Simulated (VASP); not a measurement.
Write the native input for VASP 6.6.1 that does the following.

- Task: relaxation of cell and atoms
- Functional: PBE
- Potentials or basis: VASP PAW PBE potentials, release 64 (Sc_sv, Sn_d, S)
- Cutoff: 600 eV
- k mesh: 18 × 18 × 6
- Occupations: gaussian, width 0.1 eV
- Spin: no spin polarisation
- Dipole correction: no
- Further INCAR settings: ALGO = Normal; EDIFF = 1e-06; IBRION = 2; EDIFFG = -0.01; NSW = 100; ISIF = 3

The structure of Sc2SnS lies in POSCAR:

```
Sc2SnS
1.0
    3.5398932593      0.0000000000      0.0000000000
   -1.7699466297      3.0656374893      0.0000000000
    0.0000000000      0.0000000000      7.7396031772
Sc Sn S
2 1 1
Direct
    0.6666666667      0.3333333333      0.2092486045
    0.6666666667      0.3333333333      0.7907513955
    0.0000000000      0.0000000000      0.5000000000
    0.3333333333      0.6666666667      0.0000000000
```

The cell was generated, and may not be a known phase.

These files were run (other wordings do the same):

INCAR

```
SYSTEM = Sc2SnS
  ALGO = Normal
  EDIFF = 1E-6
  EDIFFG = -0.01
  ENCUT = 600
  GGA = PE
  IBRION = 2
  ISIF = 3
  ISMEAR = 0
  LASPH = .True.
  LCHARG = .False.
  LREAL = .False.
  LWAVE = .False.
  NELM = 80
  NSW = 100
  PREC = Accurate
  SIGMA = 0.1
```

KPOINTS

```
k-points
0
Gamma
  18 18 6
  0 0 0
```

Potentials or basis: VASP PAW PBE potentials, release 64 (Sc_sv, Sn_d, S).

The run is started by

```sh
$ cat potpaw_PBE.64/Sc_sv/POTCAR potpaw_PBE.64/Sn_d/POTCAR potpaw_PBE.64/S/POTCAR > POTCAR
$ mpirun -np 1 vasp_std > vasp.out
```

Results of the run:

```yaml
Relaxed_volume: 21.07 Å³/atom
Relaxed_cell: a = 3.550 Å, b = 3.550 Å, c = 7.720 Å, α = 90.00°, β = 90.00°, γ = 120.00°
Space_group_after_relaxing_to_0.1_Å: P-6m2 (No. 187)
Energy_gained_by_relaxing: 0.1 meV/atom
Ionic_steps: 5
Pressure_after_relaxing: 0.0 GPa
Largest_force_after_relaxing: 0.008 eV/Å
Band_gap_on_the_k_mesh: zero (bands 21 and 22 overlap by 1.07 eV)
```

Caveat: spin-orbit coupling is left out, which moves the levels of the heavy elements.

Run time: 26 min on 1 thread of Intel Xeon 8259CL, with other jobs on the host, peak memory 0.52 GiB.
